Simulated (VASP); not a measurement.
Write the native input for VASP 6.6.1 that does the following.

```
Task                   : single point
Functional             : r2SCAN
Potentials or basis    : VASP PAW PBE potentials, release 64 (Hg, Te)
Cutoff                 : 520 eV
k mesh                 : 6 × 6 × 6
Occupations            : fermi-dirac, width 0.02 eV
Spin                   : no spin polarisation
Dipole correction      : no
Further INCAR settings : ALGO = Normal; EDIFF = 1e-06; NBANDS = 16
```

The system is HgTe.

```xyz
2
Lattice="0.0000 3.1905 3.4197 3.1905 0.0000 3.4197 3.1905 3.1905 0.0000" Properties=species:S:1:pos:R:3 pbc="T T T"
Hg    0.0000    0.0000    0.0000
Te    1.5952    1.5952    1.7098
```

This cell differs from its parent crystal: epitaxial xy strain -3.0%.

The input as run:

POSCAR

```
HgTe
1.0
    0.0000000000      3.1904831497      3.4196598652
    3.1904831497      0.0000000000      3.4196598652
    3.1904831497      3.1904831497      0.0000000000
Hg Te
1 1
Direct
    0.0000000000      0.0000000000      0.0000000000
    0.2500000000      0.2500000000      0.2500000000
```

INCAR.step1

```
SYSTEM = HgTe
PREC     = Accurate       ! precision mode
ENCUT    = 520            ! plane-wave cutoff, eV
ISMEAR   = -1             ! smearing method
SIGMA    = 0.02           ! smearing width, eV
LREAL    = .FALSE.        ! projectors in reciprocal space
LASPH    = .TRUE.         ! aspherical terms in the spheres
NELM     = 100            ! most SCF steps
NBANDS   = 16             ! bands
GGA      = PE             ! functional
ALGO     = Normal         ! electronic algorithm
EDIFF    = 1E-4           ! SCF threshold, eV
LWAVE    = .TRUE.         ! write WAVECAR
LCHARG   = .FALSE.        ! write CHGCAR
```

INCAR.step2

```
SYSTEM = HgTe
PREC     = Accurate       ! precision mode
ENCUT    = 520            ! plane-wave cutoff, eV
EDIFF    = 1E-6           ! SCF threshold, eV
ISMEAR   = -1             ! smearing method
SIGMA    = 0.02           ! smearing width, eV
LREAL    = .FALSE.        ! projectors in reciprocal space
LASPH    = .TRUE.         ! aspherical terms in the spheres
NELM     = 100            ! most SCF steps
ALGO     = Normal         ! electronic algorithm
ISIF     = 2              ! what is computed and relaxed
LWAVE    = .FALSE.        ! write WAVECAR
LCHARG   = .TRUE.         ! write CHGCAR
METAGGA  = R2SCAN         ! meta-GGA
LMIXTAU  = .TRUE.       
LELF     = .TRUE.         ! ELF
LVHAR    = .TRUE.       
NBANDS   = 16             ! bands
ISTART   = 1
```

KPOINTS

```
Automatic mesh
0
G
  6 6 6
  0 0 0
```

Potentials or basis: VASP PAW PBE potentials, release 64 (Hg, Te).

Command:

```console
$ cat potpaw_PBE.64/Hg/POTCAR potpaw_PBE.64/Te/POTCAR > POTCAR
$ cp INCAR.step1 INCAR
$ mpirun -np 1 vasp_std > vasp.out
$ cp INCAR.step2 INCAR
$ mpirun -np 1 vasp_std > vasp.out
```

It gave:

The pressure is 0.9 GPa. The band gap on the k mesh is zero (filled and empty bands touch).

Caveat: the cell differs from its parent crystal (epitaxial xy strain -3.0%); semilocal functionals underestimate gaps, so a narrow gap can read as zero; the PAW data sets were made with another functional, which shifts forces and pressure a little; spin-orbit coupling is left out, which moves the levels of the heavy elements.

It took 80 s on 1 thread of Intel(R) Xeon(R) Platinum 8559C (Emerald Rapids), on a shared host, peak memory 0.22 GiB.
